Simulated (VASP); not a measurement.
Here is a VASP 6.6.1 calculation.

Contents of INCAR:

```
SYSTEM = HfC
PREC     = Accurate       ! precision mode
ENCUT    = 520            ! plane-wave cutoff, eV
EDIFF    = 1E-6           ! SCF threshold, eV
ISMEAR   = 0              ! smearing method
SIGMA    = 0.15           ! smearing width, eV
LREAL    = .False.        ! projectors in reciprocal space
LASPH    = .True.         ! aspherical terms in the spheres
NELM     = 80             ! most SCF steps
ALGO     = Normal         ! electronic algorithm
ISIF     = 2              ! what is computed and relaxed
LWAVE    = .False.        ! write WAVECAR
LCHARG   = .False.        ! write CHGCAR
GGA      = PE             ! functional
NBANDS   = 14             ! bands
```

Contents of KPOINTS:

```
regular mesh
0
Gamma
  18 18 18
  0 0 0
```

POSCAR

```
HfC
1.0
    0.0000000000      2.2552500000      2.3598750000
    2.2552500000      0.0000000000      2.3598750000
    2.2552500000      2.2552500000      0.0000000000
Hf C
1 1
Direct
    0.5000000000      0.5000000000      0.5000000000
    0.0000000000      0.0000000000      0.0000000000
```

Potentials or basis: VASP PAW PBE potentials, release 64 (Hf_pv, C).

The run is started by

```console
$ cat potpaw_PBE.64/Hf_pv/POTCAR potpaw_PBE.64/C/POTCAR > POTCAR
$ mpirun -np 1 vasp_std > vasp.out
```

Task: Predict the band gap on the k mesh.

Result: Zero (band 7 reaches 7.42 eV, above the bottom of band 8 at 5.84 eV).

Task: Predict the pressure.

Result: 12.6 GPa.

Stress tensor (GPa, compression positive):
```
19.65  0.00  0.00
 0.00 19.65  0.00
 0.00  0.00 -1.47
```

Caveat: the cell differs from its parent crystal (strain -0.030 along x and y, +0.015 along z); spin-orbit coupling is left out, which moves the levels of the heavy elements.
